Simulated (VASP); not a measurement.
MnS:

```
Mn S
1.0
     0.00000    2.60450    2.60450
     2.60450    0.00000    2.60450
     2.60450    2.60450    0.00000
Mn S
1 1
Direct
  0.00000 0.00000 0.00000
  0.50000 0.50000 0.50000
```

| Property | Result |
| --- | --- |
| Program | VASP 6.6.1 |
| Task | relaxation of cell and atoms |
| Functional | PBEsol |
| Dispersion | D3(BJ) |
| Potentials or basis | VASP PAW PBE potentials, release 64 (Mn_pv, S) |
| Cutoff | 600 eV |
| k mesh | 9 × 9 × 9 |
| Occupations | fermi-dirac, width 0.05 eV |
| Spin | collinear spin, ferromagnetic start |
| Starting moments | [4.0, 0.0] μB |

At the start: pressure -10.5 GPa; volume 17.67 Å³/atom.

Question: How do energy, volume and symmetry change on relaxing?

Answer: Over 4 steps the energy falls by 6.5 meV/atom and the volume is 14.40 Å³/atom (-18.5 %); space group Fm-3m (No. 225, to 0.1 Å) before and after; moment 3.93 μB per cell.

The path:
| step | energy change (eV) | largest force (eV/Å) | pressure (GPa) | volume (Å³) |
| --- | --- | --- | --- | --- |
| 1 | 0.0000 | 0.0000 | -10.50 | 35.33 |
| 2 | -0.0034 | 0.0000 | -3.15 | 29.74 |
| 3 | -0.0051 | 0.0000 | 2.99 | 27.99 |
| 4 | -0.0129 | 0.0000 | 0.02 | 28.81 |

Final structure:
```
Mn S
1.0
     0.00000    2.43312    2.43312
     2.43312    0.00000    2.43312
     2.43312    2.43312    0.00000
Mn S
1 1
Direct
  0.00000 0.00000 0.00000
  0.50000 0.50000 0.50000
```

Caveat: the volume moved by over 15 % at a fixed basis, so the end points are rough; the PAW data sets were made with another functional, which shifts forces and pressure a little; a cell with one magnetic atom can't hold antiferromagnetic order, which such compounds often take.
